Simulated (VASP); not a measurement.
Wanted: the native input for a VASP 6.6.1 run.

| Quantity | Value |
| --- | --- |
| Task | single point |
| Functional | r2SCAN |
| Potentials or basis | VASP PAW PBE potentials, release 64 (C) |
| Cutoff | 520 eV |
| k mesh | 8 × 8 × 8 |
| Occupations | gaussian, width 0.05 eV |
| Spin | no spin polarisation |
| Dipole correction | no |
| Further INCAR settings | ALGO = Normal; EDIFF = 1e-06; NBANDS = 26 |

The system is C.

```
CELL_PARAMETERS angstrom
-2.46555 2.46555 2.35624
2.46555 -2.46555 2.35624
2.46555 2.46555 -2.35624
ATOMIC_POSITIONS crystal
C 0.32546 0.00000 0.00000
C 0.67454 0.67454 0.67454
C 0.00000 0.32546 0.00000
C 0.00000 0.00000 0.32546
C 0.00000 0.67454 0.00000
C 0.32546 0.32546 0.32546
C 0.67454 0.00000 0.00000
C 0.00000 0.00000 0.67454
```

This cell differs from its parent crystal: strain +0.015 along x and y, -0.030 along z.

These files were run (other wordings do the same):

POSCAR

```
C
1.0
   -2.4655455167      2.4655455167      2.3562356169
    2.4655455167     -2.4655455167      2.3562356169
    2.4655455167      2.4655455167     -2.3562356169
C
8
Direct
    0.3254551632      0.0000000000      0.0000000000
    0.6745448368      0.6745448368      0.6745448368
    0.0000000000      0.3254551632      0.0000000000
    0.0000000000      0.0000000000      0.3254551632
    0.0000000000      0.6745448368      0.0000000000
    0.3254551632      0.3254551632      0.3254551632
    0.6745448368      0.0000000000      0.0000000000
    0.0000000000      0.0000000000      0.6745448368
```

INCAR.step1

```
ALGO = Normal
EDIFF = 1E-4
ENCUT = 520
GGA = PE
ISMEAR = 0
LASPH = True
LCHARG = False
LREAL = False
LWAVE = True
NBANDS = 26
NELM = 60
PREC = Accurate
SIGMA = 0.05
```

INCAR.step2

```
ALGO = Normal
EDIFF = 1E-6
ENCUT = 520
ISIF = 2
ISMEAR = 0
ISTART = 1
LASPH = True
LCHARG = False
LMIXTAU = True
LREAL = False
LWAVE = False
METAGGA = R2SCAN
NBANDS = 26
NELM = 60
PREC = Accurate
SIGMA = 0.05
```

KPOINTS

```
k-points
0
Gamma
  8 8 8
```

Potentials or basis: VASP PAW PBE potentials, release 64 (C).

Launch:

```bash
$ cat potpaw_PBE.64/C/POTCAR > POTCAR
$ cp INCAR.step1 INCAR
$ mpirun -np 1 vasp_std > vasp.out
$ cp INCAR.step2 INCAR
$ mpirun -np 1 vasp_std > vasp.out
```

It gave:

| Quantity | Value |
| --- | --- |
| Pressure | 1.8 GPa |
| Largest force | 0.992 eV/Å |
| Band gap on the k mesh | 2.63 eV (least direct gap 3.56 eV) |

Caveat: the cell differs from its parent crystal (strain +0.015 along x and y, -0.030 along z); the stress differs along the axes, from -7 to 20 GPa; the PAW data sets were made with another functional, which shifts forces and pressure a little.

Wall time 2.3 min on 1 thread of Intel(R) Xeon(R) Platinum 8488C (Sapphire Rapids), with other jobs on the host, peak memory 0.21 GiB.
